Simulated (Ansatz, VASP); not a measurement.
# NbC4 in VASP and in Ansatz

```xyz
5
Lattice="3.6361 0.0000 0.0000 -1.8180 3.1490 0.0000 0.0000 0.0000 7.1499" Properties=species:S:1:pos:R:3 pbc="T T T"
Nb    0.0000    0.0000    3.5750
C     0.0000    0.0000    0.5882
C     0.0000    0.0000    6.5618
C     0.0000    0.0000    2.0425
C     0.0000    0.0000    5.1074
```

Alike in both runs: task relaxation of cell and atoms; functional PBE; k mesh 6 × 6 × 4; occupations gaussian, width 0.1 eV; no spin polarisation.

|  | VASP | Ansatz |
| --- | --- | --- |
| version | VASP 6.6.1 | Ansatz 0.2.0 |
| potentials or method | VASP PAW PBE potentials, release 64 (Nb_sv, C), cutoff 600 eV | scalar-relativistic, plane waves, PAW |
| valence electrons in the cell | 29 | 29 |

|  | VASP | Ansatz | Ansatz less VASP |
| --- | --- | --- | --- |
| gap on the k mesh at the Fermi level, each at its own relaxed structure (eV) | none | none | - |
| relaxed volume (Å³/atom) | 13.58 | 13.69 | +0.108 |
| relaxed cell length with the largest relative difference (Å) | 3.121 | 3.132 | +0.0115 |

A gap of «none» marks a metal or a gap that the smearing closes.

Noted on VASP's run: the volume moved by over 15 % at a fixed basis, so the end points are rough.
